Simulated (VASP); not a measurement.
# InPt3 (Pm-3m) in VASP: notebook

The runs below take InPt3 through single point, relaxation of cell and atoms, with LDA.

Everything below comes from runs of VASP 6.6.1. Logs are shortened: lines on timing, memory, paths and dates and some standing lists are left out, and cuts for length are marked.

### 1 The cell of the first run

The structure is cubic, space group Pm-3m (No. 221). Conventional cell: a = 3.967 Å, b = 3.967 Å, c = 3.967 Å, α = 90.00°, β = 90.00°, γ = 90.00°. In (site symmetry m-3m) has 12 Pt at 2.80 Å within 3.7 Å. Within 3.7 Å of Pt (site symmetry 4/mmm) lie 4 In at 2.80 Å and 8 Pt at 2.80 Å.

### 2 Single point, LDA

File INCAR:

```
SYSTEM = InPt3
PREC     = Accurate       ! precision mode
ENCUT    = 500            ! plane-wave cutoff, eV
EDIFF    = 1E-6           ! SCF threshold, eV
ISMEAR   = -1             ! smearing method
SIGMA    = 0.15           ! smearing width, eV
LREAL    = .False.        ! projectors in reciprocal space
LASPH    = .True.         ! aspherical terms in the spheres
NELM     = 120            ! most SCF steps
ALGO     = Normal         ! electronic algorithm
ISIF     = 2              ! what is computed and relaxed
LWAVE    = .False.        ! write WAVECAR
LCHARG   = .False.        ! write CHGCAR
GGA      = CA             ! functional
NBANDS   = 30             ! bands
GGA_COMPAT= .False.
```

File KPOINTS:

```
Automatic mesh
0
Gamma
  6 6 6
  0 0 0
```

File POSCAR:

```
InPt3
1.0
    3.9666991087      0.0000000000      0.0000000000
    0.0000000000      3.9666991087      0.0000000000
    0.0000000000      0.0000000000      3.9666991087
In Pt
1 3
Direct
    0.0000000000      0.0000000000      0.0000000000
    0.5000000000      0.5000000000      0.0000000000
    0.0000000000      0.5000000000      0.5000000000
    0.5000000000      0.0000000000      0.5000000000
```

Potentials or basis: VASP PAW LDA potentials, release 64 (In_d, Pt).

On the command line:

```sh
$ cat potpaw_LDA.64/In_d/POTCAR potpaw_LDA.64/Pt/POTCAR > POTCAR
$ mpirun -np 1 vasp_std > vasp.out
```

OUTCAR:

```text
SYSTEM = InPt3
   PREC = Accurate
   ENCUT = 500
   EDIFF = 1E-6
   ISMEAR = -1
   LREAL = .False.
   LASPH = .True.
   NELM = 120
   ISIF = 2
   GGA = CA

 ion  position               nearest neighbor table
   1  0.000  0.000  0.000-   2 2.80   3 2.80   4 2.80   3 2.80   4 2.80   2 2.80   3 2.80   3 2.80
                             2 2.80   4 2.80   4 2.80   2 2.80
   2  0.500  0.500  0.000-   1 2.80   3 2.80   4 2.80   3 2.80   4 2.80   1 2.80   4 2.80   4 2.80
                             1 2.80   3 2.80   3 2.80   1 2.80
   3  0.000  0.500  0.500-   1 2.80   2 2.80   4 2.80   1 2.80   2 2.80   1 2.80   4 2.80   1 2.80
                             2 2.80   4 2.80   2 2.80   4 2.80
   4  0.500  0.000  0.500-   1 2.80   2 2.80   3 2.80   1 2.80   2 2.80   2 2.80   3 2.80   2 2.80
                             1 2.80   3 2.80   1 2.80   3 2.80

  LATTYP: Found a simple cubic cell.
 ALAT       =     3.9666991087

  Lattice vectors:

 A1 = (   3.9666991087,   0.0000000000,   0.0000000000)
 A2 = (   0.0000000000,   3.9666991087,   0.0000000000)
 A3 = (   0.0000000000,   0.0000000000,   3.9666991087)

Analysis of symmetry for initial positions (statically):
=====================================================================
 Subroutine PRICEL returns:
 Original cell was already a primitive cell.

 Routine SETGRP: Setting up the symmetry group for a
 simple cubic supercell.

 Subroutine GETGRP returns: Found 48 space group operations
 (whereof 48 operations were pure point group operations)
 out of a pool of 48 trial point group operations.

The static configuration has the point symmetry O_h .

Analysis of symmetry for dynamics (positions and initial velocities):
=====================================================================
 Subroutine PRICEL returns:
 Original cell was already a primitive cell.

 Routine SETGRP: Setting up the symmetry group for a
 simple cubic supercell.

 Subroutine GETGRP returns: Found 48 space group operations
 (whereof 48 operations were pure point group operations)
 out of a pool of 48 trial point group operations.

The dynamic configuration has the point symmetry O_h .

 Subroutine INISYM returns: Found 48 space group operations
 (whereof 48 operations are pure point group operations),
 and found     1 'primitive' translations

----------------------------------------------------------------------------------------

                                     Primitive cell

  volume of cell :      62.4148

  direct lattice vectors                    reciprocal lattice vectors
     3.966699109  0.000000000  0.000000000     0.252098779  0.000000000  0.000000000
     0.000000000  3.966699109  0.000000000     0.000000000  0.252098779  0.000000000
     0.000000000  0.000000000  3.966699109     0.000000000  0.000000000  0.252098779

  length of vectors
     3.966699109  3.966699109  3.966699109     0.252098779  0.252098779  0.252098779

  position of ions in fractional coordinates (direct lattice)
     0.000000000  0.000000000  0.000000000
     0.500000000  0.500000000  0.000000000
     0.000000000  0.500000000  0.500000000
     0.500000000  0.000000000  0.500000000

  ion indices of the primitive-cell ions
   primitive index   ion index
                 1           1
                 2           2
                 3           3
                 4           4

----------------------------------------------------------------------------------------

 KPOINTS: Automatic mesh

Automatic generation of k-mesh.
 Grid dimensions read from file:
 generate k-points for:    6    6    6

 Generating k-lattice:

  Cartesian coordinates                     Fractional coordinates (reciprocal lattice)
     0.042016463  0.000000000  0.000000000     0.166666667  0.000000000  0.000000000
     0.000000000  0.042016463  0.000000000     0.000000000  0.166666667  0.000000000
     0.000000000  0.000000000  0.042016463     0.000000000  0.000000000  0.166666667

  Length of vectors
     0.042016463  0.042016463  0.042016463

  Shift w.r.t. Gamma in fractional coordinates (k-lattice)
     0.000000000  0.000000000  0.000000000

 Subroutine IBZKPT returns following result:
 ===========================================

 Found     20 irreducible k-points:

 Following reciprocal coordinates:
            Coordinates               Weight
  0.000000  0.000000  0.000000      1.000000
  0.166667  0.000000  0.000000      6.000000
  0.333333  0.000000  0.000000      6.000000
  0.500000  0.000000  0.000000      3.000000
  0.166667  0.166667  0.000000     12.000000
  0.333333  0.166667  0.000000     24.000000
[... 12 lines left out ...]
  0.500000  0.500000  0.333333      6.000000
  0.500000  0.500000  0.500000      1.000000
   k-points           NKPTS =     20   k-points in BZ     NKDIM =     20   number of bands    NBANDS=     30
   number of dos      NEDOS =    301   number of ions     NIONS =      4
   total plane-waves  NPLWV =  27000
   dimension x,y,z NGX =    30 NGY =   30 NGZ =   30
   dimension x,y,z NGXF=    60 NGYF=   60 NGZF=   60
   ions per type =               1   3
   NGX,Y,Z   is equivalent  to a cutoff of  12.57, 12.57, 12.57 a.u.
   NGXF,Y,Z  is equivalent  to a cutoff of  25.15, 25.15, 25.15 a.u.
 SYSTEM =  InPt3
   PREC   = accura    normal or accurate (medium, high low for compatibility)
   ISTART =      0    job   : 0-new  1-cont  2-samecut
   ICHARG =      2    charge: 1-file 2-atom 10-const
   ISPIN  =      1    spin polarized calculation?
   LNONCOLLINEAR =      F non collinear calculations
   LSORBIT =      F    spin-orbit coupling
   LASPH  =      T    aspherical Exc in radial PAW
   ENCUT  =  500.0 eV  36.75 Ry    6.06 a.u.   7.23  7.23  7.23*2*pi/ulx,y,z
   NELM   =    120;   NELMIN=  2; NELMDL= -5     # of ELM steps
   EDIFF  = 0.1E-05   stopping-criterion for ELM
   LREAL  =      F    real-space projection
   EDIFFG = 0.1E-04   stopping-criterion for IOM
   NSW    =      0    number of steps for IOM
   IBRION =     -1    ionic relax: 0-MD 1-quasi-New 2-CG
   NFREE  =      0    steps in history (QN), initial steepest desc. (CG)
   ISIF   =      2    stress and relaxation
   ISYM   =      2    0-nonsym 1-usesym 2-fastsym
   POTIM  = 0.5000    time-step for ionic-motion
   TEBEG  =    0.0;   TEEND  =   0.0 temperature during run
   PSTRESS=    0.0 pullay stress
   NELECT =      43.0000    total number of electrons
   NUPDOWN=      -1.0000    fix difference up-down
   EMIN   =  10.00;   EMAX   =-10.00  energy-range for DOS
   EFERMI =   0.00;   METHOD = LEGACY
   ISMEAR =    -1;   SIGMA  =   0.15  broadening in eV -4-tet -1-fermi 0-gaus
   EFERMI_NEDOS =   21; number of points for ismear=-14 and -15
   IALGO  =     38    algorithm
   IMIX   =      4    mixing-type and parameters
     AMIX     =   0.40;   BMIX     =  1.00
     AMIX_MAG =   1.60;   BMIX_MAG =  1.00
  volume/ion in A,a.u.               =      15.60       105.30
  Fermi-wavevector in a.u.,A,eV,Ry     =   1.445889  2.732335 28.444285  2.090596
  Thomas-Fermi vector in A             =   2.564020
   LORBIT       =      0    0 simple, 1 ext, 2 COOP (PROOUT), +10 PAW based schemes
   GGA     = CA    functional components
   LHFCALC =     F    Hartree Fock is set to
   AEXX    =    0.0000 exact exchange contribution
   IVDW    =     0    specifies the selected vdW correction
   LEPSILON=     F    determine dielectric tensor
   LRPA    =     F    only Hartree local field effects (RPA)
 non-spin polarized calculation
  energy-cutoff  :      500.00
  volume of cell :       62.41
 maximum number of plane-waves:      1622
 NGX is ok and might be reduce to    30
   NGX = 15   NGY = 15   NGZ = 15

 number of electron      43.0000024 magnetization

 Free energy of the ion-electron system (eV)
  ---------------------------------------------------
  ext. energy  EPLUGINS =         0.00000000
  ---------------------------------------------------
  free energy    TOTEN  =       -27.37518248 eV

  energy without entropy =      -27.18473077  energy(sigma->0) =      -27.27995662

 E-fermi :  11.3300     XC(G=0): -13.4119

 val. band max:       11.2851001060   @ k =   0.3333   0.1667   0.0000
 cond. band min:      11.3404743912   @ k =   0.0000   0.0000   0.0000
 fundamental gap:      0.0553742852
 Fermi energy:        11.3300121463

 k-point     1 :       0.0000    0.0000    0.0000
  band No.  band energies     occupation
      1      -3.0577      2.00000
      2      -3.0577      2.00000
      3      -2.9901      2.00000
      4      -2.9901      2.00000
      5      -2.9901      2.00000
      6       0.5179      2.00000
[... 22 lines left out ...]
     29      20.5236      0.00000
     30      20.5236      0.00000

 k-point     2 :       0.1667    0.0000    0.0000
  band No.  band energies     occupation
      1      -3.0380      2.00000
      2      -3.0178      2.00000
      3      -2.9852      2.00000
      4      -2.9718      2.00000
      5      -2.9718      2.00000
      6       0.8564      2.00000
[... 22 lines left out ...]
     29      20.5604      0.00000
     30      21.3597      0.00000

 k-point     3 :       0.3333    0.0000    0.0000
  band No.  band energies     occupation
      1      -2.9989      2.00000
      2      -2.9753      2.00000
      3      -2.9375      2.00000
      4      -2.9347      2.00000
      5      -2.9347      2.00000
      6       1.8346      2.00000
[... 22 lines left out ...]
     29      20.4077      0.00000
     30      21.2801      0.00000

 k-point     4 :       0.5000    0.0000    0.0000
  band No.  band energies     occupation
      1      -2.9794      2.00000
      2      -2.9704      2.00000
      3      -2.9159      2.00000
      4      -2.9159      2.00000
      5      -2.8970      2.00000
      6       3.1362      2.00000
[... 484 lines left out ...]
     29      24.4983      0.00000
     30      24.5915      0.00000

 k-point    19 :       0.5000    0.5000    0.3333
  band No.  band energies     occupation
      1      -3.0489      2.00000
      2      -3.0219      2.00000
      3      -3.0219      2.00000
      4      -2.8531      2.00000
      5      -2.8216      2.00000
      6       3.4085      2.00000
[... 22 lines left out ...]
     29      24.5590      0.00000
     30      25.3562      0.00000

 k-point    20 :       0.5000    0.5000    0.5000
  band No.  band energies     occupation
      1      -3.0556      2.00000
      2      -3.0556      2.00000
      3      -3.0556      2.00000
      4      -2.8301      2.00000
      5      -2.8301      2.00000
      6       3.2183      2.00000
[... 22 lines left out ...]
     29      24.9330      0.00000
     30      24.9338      0.00000

------------------------ aborting loop because EDIFF is reached ----------------------------------------

  FORCE on cell =-STRESS in cart. coord.  units (eV):
  Direction    XX          YY          ZZ          XY          YZ          ZX
  --------------------------------------------------------------------------------------
  -------------------------------------------------------------------------------------
  Total        0.3347420      0.3347420      0.3347420      0.0000000     -0.0000000      0.0000000
  in kB        8.5927673      8.5927673      8.5927673      0.0000000     -0.0000000      0.0000000
  external PRESSURE =       8.5927673 kB  Pullay stress =       0.0000000 kB

 VOLUME and BASIS-vectors are now :
 -----------------------------------------------------------------------------
  energy-cutoff  :      500.00
  volume of cell :       62.41
      direct lattice vectors                 reciprocal lattice vectors
     3.966699109  0.000000000  0.000000000     0.252098779  0.000000000  0.000000000
     0.000000000  3.966699109  0.000000000     0.000000000  0.252098779  0.000000000
     0.000000000  0.000000000  3.966699109     0.000000000  0.000000000  0.252098779

 POSITION                                       TOTAL-FORCE (eV/Angst)
 -----------------------------------------------------------------------------------
      0.00000      0.00000      0.00000         0.000000      0.000000      0.000000
      1.98335      1.98335      0.00000         0.000000      0.000000      0.000000
      0.00000      1.98335      1.98335         0.000000      0.000000      0.000000
      1.98335      0.00000      1.98335         0.000000      0.000000      0.000000
 -----------------------------------------------------------------------------------
    total drift:                                0.000000      0.000000     -0.000000

  FREE ENERGIE OF THE ION-ELECTRON SYSTEM (eV)
  ---------------------------------------------------
  free  energy   TOTEN  =       -27.3751824755 eV

  energy  without entropy=      -27.1847307704  energy(sigma->0) =      -27.27995662
```

Wall time 13 s (1 thread of Intel Xeon 6975P-C (Granite Rapids), shared host); peak memory 0.16 GiB.

Results:

| Property | Result |
| --- | --- |
| Free energy | -27.3752 eV |
| Pressure | 0.9 GPa |
| Band gap on the k mesh | zero (an odd number of electrons rules out a gap without spin polarisation) |

Caveat: spin-orbit coupling is left out, which moves the levels of the heavy elements.

### 3 Relaxation of cell and atoms, LDA

This run uses another cell than the first one, of 15.86 Å³/atom.

File INCAR:

```
PREC     = Accurate       # precision mode
ENCUT    = 500            # plane-wave cutoff, eV
EDIFF    = 1E-7           # SCF threshold, eV
ISMEAR   = -1             # smearing method
SIGMA    = 0.15           # smearing width, eV
LREAL    = False          # projectors in reciprocal space
LASPH    = True           # aspherical terms in the spheres
NELM     = 120            # most SCF steps
ALGO     = Normal         # electronic algorithm
ISIF     = 3              # what is computed and relaxed
LWAVE    = False          # write WAVECAR
LCHARG   = False          # write CHGCAR
GGA      = CA             # functional
IBRION   = 2              # ionic algorithm
NSW      = 60             # ionic steps
EDIFFG   = -0.02          # ionic threshold
GGA_COMPAT= False        
NELMIN   = 4
```

File KPOINTS:

```
Automatic mesh
0
Gamma
  6 6 6
```

File POSCAR:

```
InPt3
1.0
    3.9880000000      0.0000000000      0.0000000000
    0.0000000000      3.9880000000      0.0000000000
    0.0000000000      0.0000000000      3.9880000000
In Pt
1 3
Direct
    0.0000000000      0.0000000000      0.0000000000
    0.5000000000      0.5000000000      0.0000000000
    0.0000000000      0.5000000000      0.5000000000
    0.5000000000      0.0000000000      0.5000000000
```

Potentials or basis: VASP PAW LDA potentials, release 64 (In_d, Pt).

On the command line:

```sh
$ cat potpaw_LDA.64/In_d/POTCAR potpaw_LDA.64/Pt/POTCAR > POTCAR
$ mpirun -np 1 vasp_std > vasp.out
```

It took 32 s on 1 thread of Intel Xeon 6975P-C (Granite Rapids), shared host; peak memory 0.16 GiB.

The run converged. Its results:

| Item | Value |
| --- | --- |
| Free energy | -27.3766 eV |
| Relaxed volume | 15.66 Å³/atom |
| Relaxed cell | a = 3.971 Å, b = 3.971 Å, c = 3.971 Å, α = 90.00°, β = 90.00°, γ = 90.00° |
| Space group after relaxing (to 0.1 Å) | Pm-3m (No. 221) |
| Energy gained by relaxing | 1.9 meV/atom |
| Ionic steps | 3 |
| Pressure after relaxing | 0.0 GPa |
| Band gap on the k mesh | zero (an odd number of electrons rules out a gap without spin polarisation) |

Step by step:
```csv
step,energy change (eV),largest force (eV/Å),pressure (GPa),volume (Å³)
1,0.0000,0.0000,-2.97,63.43
2,0.0373,0.0000,7.96,60.76
3,-0.0075,0.0000,-0.04,62.64
```

Final structure:
```xyz
4
Lattice="3.9714 0.0000 0.0000 0.0000 3.9714 0.0000 0.0000 0.0000 3.9714" Properties=species:S:1:pos:R:3 pbc="T T T"
In    0.0000    0.0000    0.0000
Pt    1.9857    1.9857    0.0000
Pt    0.0000    1.9857    1.9857
Pt    1.9857    0.0000    1.9857
```

Levels at points of the mesh, in eV from the Fermi level:
```csv
k point,band 20,band 21,band 22,band 23,band 24,band 25
"(0.00, 0.00, 0.00)",0.24,0.24,0.50,0.50,0.50,5.75
"(0.50, 0.00, 0.00)",-1.97,-0.76,0.50,4.05,5.81,5.81
"(0.50, 0.50, 0.00)",-1.66,-1.63,-0.56,1.52,1.52,7.24
"(0.50, 0.50, 0.50)",-1.57,-0.37,0.06,0.06,0.06,3.21
```

Caveat: spin-orbit coupling is left out, which moves the levels of the heavy elements. Zero-point motion and thermal expansion aren't in these numbers.

The gap in the log of VASP goes by the Fermi energy; the results here count the filled bands.